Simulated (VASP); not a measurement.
InSb:

```
In Sb
1.0
     3.07666    0.00000    0.00000
     0.00000    3.07666    0.00000
     0.00000    0.00000    6.21547
In Sb
1 1
Direct
  0.00000 0.00000 0.00000
  0.00000 0.00000 0.50000
```

Base run:

- Program: VASP 6.6.1
- Functional: PBE
- Potentials or basis: VASP PAW PBE potentials, release 64 (In_d, Sb)
- Cutoff: 520 eV
- k mesh: 14 × 14 × 8
- Occupations: fermi-dirac, width 0.3 eV
- Spin: no spin polarisation

Its results: band gap on the k mesh zero (band 9 reaches 10.90 eV, above the bottom of band 10 at 5.05 eV); pressure 0.9 GPa.

The run is repeated on the same cell with these changes: occupations from fermi-dirac, width 0.3 eV to methfessel-paxton, width 0.02 eV. What comes out?

Band gap on the k mesh zero (band 9 reaches 10.91 eV, above the bottom of band 10 at 5.05 eV); pressure 0.5 GPa.

Caveats: spin-orbit coupling is left out, which moves the levels of the heavy elements.
